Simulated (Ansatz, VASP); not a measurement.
## One calculation of Zr2HS4, two programs

```
CELL_PARAMETERS angstrom
7.29768 0.00000 0.00000
-3.64884 6.31997 0.00000
0.00000 0.00000 20.91715
ATOMIC_POSITIONS crystal
S 0.33333 0.16667 0.19123
S 0.33333 0.66667 0.19123
S 0.83333 0.16667 0.19123
S 0.83333 0.66667 0.19123
S 0.16667 0.33333 0.33069
S 0.16667 0.83333 0.33069
S 0.66667 0.33333 0.33069
S 0.66667 0.83333 0.33069
Zr 0.00000 0.00000 0.26096
Zr 0.00000 0.50000 0.26096
Zr 0.50000 0.00000 0.26096
Zr 0.50000 0.50000 0.26096
H 0.31184 0.62368 0.36750
H 0.52149 0.04299 0.36750
```

Alike in both runs: task single point; functional PBE; dispersion D3(BJ); k mesh 6 × 6 × 1; occupations gaussian, width 0.05 eV; no spin polarisation.

|  | VASP | Ansatz |
| --- | --- | --- |
| version | VASP 6.6.1 | Ansatz 0.2.0 |
| potentials or method | VASP PAW PBE potentials, release 64 (S, Zr_sv, H), cutoff 400 eV | scalar-relativistic, plane waves, PAW |
| valence electrons in the cell | 98 | 98 |

|  | VASP | Ansatz | Ansatz less VASP |
| --- | --- | --- | --- |
| gap on the k mesh at the Fermi level (eV) | none | none | - |
| rms of the force components (eV/Å) | 0.492 | 0.490 | -0.0022 |
| work function, face that differs most (eV) | 4.86 | 4.87 | +0.012 |

A gap of «none» marks a metal or a gap that the smearing closes.
